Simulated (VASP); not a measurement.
# W (I4/mmm) in VASP: a series of runs

W is run at these levels: PBEsol; tasks: single point.

All numbers are computed with VASP 6.6.1; they aren't measurements. Logs are shortened: lines on timing, memory, paths and dates and some standing lists are left out, and cuts for length are marked.

## Step 1: The cell of the first run

It takes space group I4/mmm (No. 139, tetragonal). Conventional cell: a = 2.756 Å, b = 2.756 Å, c = 4.222 Å, α = 90.00°, β = 90.00°, γ = 90.00°. W (site symmetry 4/mmm) has 12 W at 2.76 to 2.87 Å within 3.6 Å.

## Step 2: Single point, PBEsol (strain -0.040 along x and y, +0.040 along z)

INCAR reads:

```
SYSTEM = W
PREC = Accurate
ENCUT = 520
EDIFF = 1E-6
ISMEAR = 0
SIGMA = 0.15
LREAL = .False.
LASPH = .True.
NELM = 100
ALGO = Fast
ISIF = 2
LWAVE = .False.
LCHARG = .False.
GGA = PS
NBANDS = 13
```

KPOINTS reads:

```
regular mesh
0
Gamma
  20 20 20
  0 0 0
```

POSCAR reads:

```
W
1.0
    0.0000000000      1.9488000000      2.1112000000
    1.9488000000      0.0000000000      2.1112000000
    1.9488000000      1.9488000000      0.0000000000
W
1
Direct
    0.0000000000      0.0000000000      0.0000000000
```

Potentials or basis: VASP PAW PBE potentials, release 64 (W_sv).

Run with:

```console
$ cat potpaw_PBE.64/W_sv/POTCAR > POTCAR
$ mpirun -np 1 vasp_std > vasp.out
```

OUTCAR:

```text
SYSTEM = W
   PREC = Accurate
   ENCUT = 520
   EDIFF = 1E-6
   ISMEAR = 0
   LREAL = .False.
   LASPH = .True.
   NELM = 100
   ISIF = 2
   GGA = PS

 ion  position               nearest neighbor table
   1  0.000  0.000  0.000-

  LATTYP: Found a body centered tetragonal cell.
 ALAT       =     2.7560193904
 C/A-ratio  =     1.5320646926

  Lattice vectors:

 A1 = (  -1.9488000000,   0.0000000000,   2.1112000000)
 A2 = (   1.9488000000,   0.0000000000,   2.1112000000)
 A3 = (   0.0000000000,   1.9488000000,  -2.1112000000)

Analysis of symmetry for initial positions (statically):
=====================================================================
 Subroutine PRICEL returns:
 Original cell was already a primitive cell.

 Routine SETGRP: Setting up the symmetry group for a
 body centered tetragonal supercell.

 Subroutine GETGRP returns: Found 16 space group operations
 (whereof 16 operations were pure point group operations)
 out of a pool of 16 trial point group operations.

The static configuration has the point symmetry D_4h.

Analysis of symmetry for dynamics (positions and initial velocities):
=====================================================================
 Subroutine PRICEL returns:
 Original cell was already a primitive cell.

 Routine SETGRP: Setting up the symmetry group for a
 body centered tetragonal supercell.

 Subroutine GETGRP returns: Found 16 space group operations
 (whereof 16 operations were pure point group operations)
 out of a pool of 16 trial point group operations.

The dynamic configuration has the point symmetry D_4h.

 Subroutine INISYM returns: Found 16 space group operations
 (whereof 16 operations are pure point group operations),
 and found     1 'primitive' translations

----------------------------------------------------------------------------------------

                                     Primitive cell

  volume of cell :      16.0359

  direct lattice vectors                    reciprocal lattice vectors
     0.000000000  1.948800000  2.111200000    -0.256568144  0.256568144  0.236832133
     1.948800000  0.000000000  2.111200000     0.256568144 -0.256568144  0.236832133
     1.948800000  1.948800000  0.000000000     0.256568144  0.256568144 -0.236832133

  length of vectors
     2.873149297  2.873149297  2.756019390     0.433294224  0.433294224  0.433294224

  position of ions in fractional coordinates (direct lattice)
     0.000000000  0.000000000  0.000000000

  ion indices of the primitive-cell ions
   primitive index   ion index
                 1           1

----------------------------------------------------------------------------------------

 KPOINTS: regular mesh

Automatic generation of k-mesh.
 Grid dimensions read from file:
 generate k-points for:   20   20   20

 Generating k-lattice:

  Cartesian coordinates                     Fractional coordinates (reciprocal lattice)
    -0.012828407  0.012828407  0.011841607     0.050000000  0.000000000  0.000000000
     0.012828407 -0.012828407  0.011841607     0.000000000  0.050000000  0.000000000
     0.012828407  0.012828407 -0.011841607     0.000000000  0.000000000  0.050000000

  Length of vectors
     0.021664711  0.021664711  0.021664711

  Shift w.r.t. Gamma in fractional coordinates (k-lattice)
     0.000000000  0.000000000  0.000000000

 Subroutine IBZKPT returns following result:
 ===========================================

 Found    641 irreducible k-points:

 Following reciprocal coordinates:
            Coordinates               Weight
  0.000000  0.000000  0.000000      1.000000
  0.050000  0.000000  0.000000      8.000000
  0.100000 -0.000000  0.000000      8.000000
  0.150000  0.000000  0.000000      8.000000
  0.200000 -0.000000  0.000000      8.000000
  0.250000 -0.000000  0.000000      8.000000
[... 16 lines left out ...]
 -0.400000  0.050000  0.000000      8.000000
 -0.350000  0.050000  0.000000      8.000000
 [... further k-points ...]
   k-points           NKPTS =    641   k-points in BZ     NKDIM =    641   number of bands    NBANDS=     13
   number of dos      NEDOS =    301   number of ions     NIONS =      1
   total plane-waves  NPLWV =  11520
   dimension x,y,z NGX =    24 NGY =   24 NGZ =   20
   dimension x,y,z NGXF=    48 NGYF=   48 NGZF=   40
   ions per type =               1
   NGX,Y,Z   is equivalent  to a cutoff of  13.89, 13.89, 12.06 a.u.
   NGXF,Y,Z  is equivalent  to a cutoff of  27.77, 27.77, 24.13 a.u.
 SYSTEM =  W
   PREC   = accura    normal or accurate (medium, high low for compatibility)
   ISTART =      0    job   : 0-new  1-cont  2-samecut
   ICHARG =      2    charge: 1-file 2-atom 10-const
   ISPIN  =      1    spin polarized calculation?
   LNONCOLLINEAR =      F non collinear calculations
   LSORBIT =      F    spin-orbit coupling
   LASPH  =      T    aspherical Exc in radial PAW
   ENCUT  =  520.0 eV  38.22 Ry    6.18 a.u.   5.34  5.34  5.12*2*pi/ulx,y,z
   NELM   =    100;   NELMIN=  2; NELMDL= -5     # of ELM steps
   EDIFF  = 0.1E-05   stopping-criterion for ELM
   LREAL  =      F    real-space projection
   EDIFFG = 0.1E-04   stopping-criterion for IOM
   NSW    =      0    number of steps for IOM
   IBRION =     -1    ionic relax: 0-MD 1-quasi-New 2-CG
   NFREE  =      0    steps in history (QN), initial steepest desc. (CG)
   ISIF   =      2    stress and relaxation
   ISYM   =      2    0-nonsym 1-usesym 2-fastsym
   POTIM  = 0.5000    time-step for ionic-motion
   TEBEG  =    0.0;   TEEND  =   0.0 temperature during run
   PSTRESS=    0.0 pullay stress
   NELECT =      14.0000    total number of electrons
   NUPDOWN=      -1.0000    fix difference up-down
   EMIN   =  10.00;   EMAX   =-10.00  energy-range for DOS
   EFERMI =   0.00;   METHOD = LEGACY
   ISMEAR =     0;   SIGMA  =   0.15  broadening in eV -4-tet -1-fermi 0-gaus
   EFERMI_NEDOS =   21; number of points for ismear=-14 and -15
   IALGO  =     68    algorithm
   IMIX   =      4    mixing-type and parameters
     AMIX     =   0.40;   BMIX     =  1.00
     AMIX_MAG =   1.60;   BMIX_MAG =  1.00
  volume/ion in A,a.u.               =      16.04       108.22
  Fermi-wavevector in a.u.,A,eV,Ry     =   1.564658  2.956776 33.309184  2.448156
  Thomas-Fermi vector in A             =   2.667250
   LORBIT       =      0    0 simple, 1 ext, 2 COOP (PROOUT), +10 PAW based schemes
   GGA     = PS    functional components
   LHFCALC =     F    Hartree Fock is set to
   AEXX    =    0.0000 exact exchange contribution
   IVDW    =     0    specifies the selected vdW correction
   LEPSILON=     F    determine dielectric tensor
   LRPA    =     F    only Hartree local field effects (RPA)
 non-spin polarized calculation
 RMM-DIIS sequential band-by-band and
 Gauss-broadening in eV      SIGMA  =   0.15
  energy-cutoff  :      520.00
  volume of cell :       16.04
 maximum number of plane-waves:       445
 NGX is ok and might be reduce to    24
   NGX = 11   NGY = 11   NGZ = 11

 number of electron      14.0000000 magnetization

 Free energy of the ion-electron system (eV)
  ---------------------------------------------------
  ext. energy  EPLUGINS =         0.00000000
  ---------------------------------------------------
  free energy    TOTEN  =       -13.36212018 eV

  energy without entropy =      -13.34990633  energy(sigma->0) =      -13.35601325

 E-fermi :  10.7845     XC(G=0): -13.6861

 val. band max:       10.7833319174   @ k =   0.5000   0.1500   0.1000
 cond. band min:      10.7847967355   @ k =  -0.4500   0.0000   0.1500
 fundamental gap:      0.0014648181
 Fermi energy:        10.7844909904

 k-point     1 :       0.0000    0.0000    0.0000
  band No.  band energies     occupation
      1     -62.9652      2.00000
      2     -26.6127      2.00000
      3     -26.5267      2.00000
      4     -26.5267      2.00000
      5       1.5147      2.00000
      6       9.3339      2.00000
      7      10.4690      1.99706
      8      10.4690      1.99706
      9      12.3416      0.00000
     10      14.0661      0.00000
     11      23.5944      0.00000
     12      27.1589      0.00000
     13      29.7121      0.00000

 k-point     2 :       0.0500    0.0000    0.0000
  band No.  band energies     occupation
      1     -62.9623      2.00000
      2     -26.6268      2.00000
      3     -26.5516      2.00000
      4     -26.5291      2.00000
      5       1.6288      2.00000
      6       9.3565      2.00000
      7      10.4044      1.99966
      8      10.5232      1.98623
      9      12.3138      0.00000
     10      13.9948      0.00000
     11      23.8253      0.00000
     12      27.2196      0.00000
     13      29.2827      0.00000

 k-point     3 :       0.1000   -0.0000    0.0000
  band No.  band energies     occupation
      1     -62.9538      2.00000
      2     -26.6931      2.00000
      3     -26.5976      2.00000
      4     -26.5361      2.00000
      5       1.9607      2.00000
      6       9.3794      2.00000
      7      10.2614      2.00000
      8      10.6740      1.70260
      9      12.2693      0.00000
     10      13.8094      0.00000
     11      24.4544      0.00000
     12      27.0386      0.00000
     13      28.9627      0.00000

 k-point     4 :       0.1500    0.0000    0.0000
  band No.  band energies     occupation
      1     -62.9405      2.00000
      2     -26.8302      2.00000
      3     -26.6331      2.00000
      4     -26.5470      2.00000
      5       2.4779      2.00000
      6       9.2988      2.00000
      7      10.1487      2.00000
      8      10.8793      0.37156
      9      12.3140      0.00000
     10      13.5922      0.00000
     11      25.1369      0.00000
     12      26.4886      0.00000
     13      29.5867      0.00000

 k-point     5 :       0.2000   -0.0000    0.0000
  band No.  band energies     occupation
      1     -62.9238      2.00000
      2     -27.0087      2.00000
      3     -26.6681      2.00000
      4     -26.5607      2.00000
      5       3.1192      2.00000
      6       9.1312      2.00000
      7      10.0614      2.00000
      8      11.0519      0.01169
      9      12.5719      0.00000
     10      13.4734      0.00000
     11      24.7429      0.00000
     12      26.9940      0.00000
     13      30.7489      0.00000

 k-point     6 :       0.2500   -0.0000    0.0000
  band No.  band energies     occupation
      1     -62.9052      2.00000
      2     -27.2041      2.00000
      3     -26.7046      2.00000
      4     -26.5758      2.00000
      5       3.7857      2.00000
      6       9.0470      2.00000
      7       9.9229      2.00000
      8      11.0837      0.00479
      9      13.0857      0.00000
     10      13.5898      0.00000
     11      23.8923      0.00000
     12      27.6801      0.00000
     13      32.1772      0.00000

 k-point     7 :       0.3000    0.0000    0.0000
  band No.  band energies     occupation
      1     -62.8865      2.00000
      2     -27.3956      2.00000
      3     -26.7402      2.00000
      4     -26.5908      2.00000
      5       4.3446      2.00000
      6       9.2023      2.00000
      7       9.7535      2.00000
      8      10.9596      0.09867
      9      13.7942      0.00000
     10      13.9606      0.00000
     11      23.1052      0.00000
     12      27.2514      0.00000
     13      33.2845      0.00000
[... 193 lines left out ...]
 k-point    20 :       0.4500    0.0500    0.0000
  band No.  band energies     occupation
      1     -62.8500      2.00000
      2     -27.7399      2.00000
      3     -26.8224      2.00000
      4     -26.6315      2.00000
      5       4.9797      2.00000
      6       9.1388      2.00000
      7      10.6058      1.90804
      8      10.8091      0.81677
      9      15.4371      0.00000
     10      15.6898      0.00000
     11      21.6240      0.00000
     12      23.7268      0.00000
     13      30.2843      0.00000

 k-point    21 :       0.5000    0.0500    0.0000
  band No.  band energies     occupation
      1     -62.8444      2.00000
      2     -27.7937      2.00000
      3     -26.8360      2.00000
      4     -26.6302      2.00000
      5       4.9999      2.00000
      6       9.1208      2.00000
      7      10.5123      1.98973
      8      11.2081      0.00006
      9      15.5293      0.00000
     10      16.2314      0.00000
     11      21.2486      0.00000
     12      23.2705      0.00000
     13      29.4566      0.00000

 k-point    22 :      -0.4500    0.0500    0.0000
  band No.  band energies     occupation
      1     -62.8447      2.00000
      2     -27.7919      2.00000
      3     -26.8381      2.00000
      4     -26.6241      2.00000
      5       5.0011      2.00000
      6       9.1758      2.00000
      7      10.5013      1.99241
      8      11.0863      0.00444
      9      15.3374      0.00000
     10      16.3854      0.00000
     11      21.3185      0.00000
     12      23.4085      0.00000
     13      29.1863      0.00000

 k-point    23 :      -0.4000    0.0500    0.0000
  band No.  band energies     occupation
      1     -62.8507      2.00000
      2     -27.7346      2.00000
      3     -26.8287      2.00000
      4     -26.6136      2.00000
      5       4.9791      2.00000
      6       9.2905      2.00000
      7      10.5235      1.98613
      8      10.5763      1.95038
      9      14.9035      0.00000
     10      16.0849      0.00000
     11      21.7308      0.00000
     12      24.1769      0.00000
     13      29.6834      0.00000

 k-point    24 :      -0.3500    0.0500    0.0000
  band No.  band energies     occupation
      1     -62.8619      2.00000
      2     -27.6263      2.00000
      3     -26.8089      2.00000
      4     -26.5999      2.00000
      5       4.8809      2.00000
      6       9.4066      2.00000
      7       9.8600      2.00000
      8      10.7279      1.40658
      9      14.3298      0.00000
     10      15.4362      0.00000
     11      22.2577      0.00000
     12      25.5026      0.00000
     13      30.8285      0.00000

 [... further k-points ...]
[... 5 lines left out ...]
  --------------------------------------------------------------------------------------
  -------------------------------------------------------------------------------------
  Total       -0.4713354     -0.4713354      0.8013048      0.0000000      0.0000000     -0.0000000
  in kB      -47.0919560    -47.0919560     80.0597869      0.0000000      0.0000000     -0.0000000
  external PRESSURE =      -4.7080417 kB  Pullay stress =       0.0000000 kB

 VOLUME and BASIS-vectors are now :
 -----------------------------------------------------------------------------
  energy-cutoff  :      520.00
  volume of cell :       16.04
      direct lattice vectors                 reciprocal lattice vectors
     0.000000000  1.948800000  2.111200000    -0.256568144  0.256568144  0.236832133
     1.948800000  0.000000000  2.111200000     0.256568144 -0.256568144  0.236832133
     1.948800000  1.948800000  0.000000000     0.256568144  0.256568144 -0.236832133

 POSITION                                       TOTAL-FORCE (eV/Angst)
 -----------------------------------------------------------------------------------
      0.00000      0.00000      0.00000         0.000000     -0.000000      0.000000
 -----------------------------------------------------------------------------------
    total drift:                                0.000000      0.000000     -0.000000

  FREE ENERGIE OF THE ION-ELECTRON SYSTEM (eV)
  ---------------------------------------------------
  free  energy   TOTEN  =       -13.3621201770 eV

  energy  without entropy=      -13.3499063279  energy(sigma->0) =      -13.35601325
```

It took 85 s on 1 thread of Intel Xeon 6975P-C, shared host; peak memory 0.24 GiB.

Results:

* Free energy: -13.3621 eV
* Pressure: -0.5 GPa
* Band gap on the k mesh: zero (band 7 reaches 14.39 eV, above the bottom of band 8 at 10.26 eV)

Stress tensor (GPa, compression positive):
```
-4.71  0.00  0.00
 0.00 -4.71  0.00
 0.00  0.00  8.01
```

Caveat: the cell differs from its parent crystal (strain -0.040 along x and y, +0.040 along z); the PAW data sets were made with another functional, which shifts forces and pressure a little; spin-orbit coupling is left out, which moves the levels of the heavy elements.

## Step 3: Single point, PBEsol (strain +0.040 along x and y, +0.080 along z)

INCAR reads:

```
SYSTEM = W
ALGO = Fast
EDIFF = 1E-6
ENCUT = 520
GGA = PS
ISIF = 2
ISMEAR = 0
LASPH = .TRUE.
LCHARG = .FALSE.
LREAL = .FALSE.
LWAVE = .FALSE.
NBANDS = 13
NELM = 80
PREC = Accurate
SIGMA = 0.15
```

KPOINTS reads:

```
k-points
0
G
  20 20 20
  0 0 0
```

POSCAR reads:

```
W
1.0
    0.0000000000      2.1112000000      2.1924000000
    2.1112000000      0.0000000000      2.1924000000
    2.1112000000      2.1112000000      0.0000000000
W
1
Direct
    0.0000000000      0.0000000000      0.0000000000
```

Potentials or basis: VASP PAW PBE potentials, release 64 (W_sv).

Run with:

```console
$ cat potpaw_PBE.64/W_sv/POTCAR > POTCAR
$ mpirun -np 1 vasp_std > vasp.out
```

Wall time 64 s (1 thread of Intel Xeon Platinum 8559C (Emerald Rapids), shared host); peak memory 0.26 GiB.

The run converged. Its results:

```yaml
Free_energy: -12.8075 eV
Pressure: -40.0 GPa
Band_gap_on_the_k_mesh: zero (band 7 reaches 10.61 eV, above the bottom of band 8 at 7.72 eV)
```

Stress tensor (GPa, compression positive):
```
-42.32   0.00   0.00
  0.00 -42.32   0.00
  0.00   0.00 -35.28
```

Levels at points of the mesh, in eV from the Fermi level:
```csv
k point,band 4,band 5,band 6,band 7,band 8,band 9,band 10,band 11
"(0.00, 0.00, 0.00)",-37.82,-8.11,-0.70,-0.29,-0.29,1.66,2.26,12.54
"(0.50, 0.00, 0.00)",-37.89,-4.77,-0.82,-0.37,0.26,3.76,3.99,7.88
"(0.50, 0.50, 0.00)",-38.02,-4.48,-3.53,1.84,3.87,4.40,4.40,9.44
"(0.50, 0.00, 0.50)",-38.06,-4.41,-3.59,2.48,3.79,4.20,4.68,9.98
```

Caveat: the cell differs from its parent crystal (strain +0.040 along x and y, +0.080 along z); the PAW data sets were made with another functional, which shifts forces and pressure a little; spin-orbit coupling is left out, which moves the levels of the heavy elements.
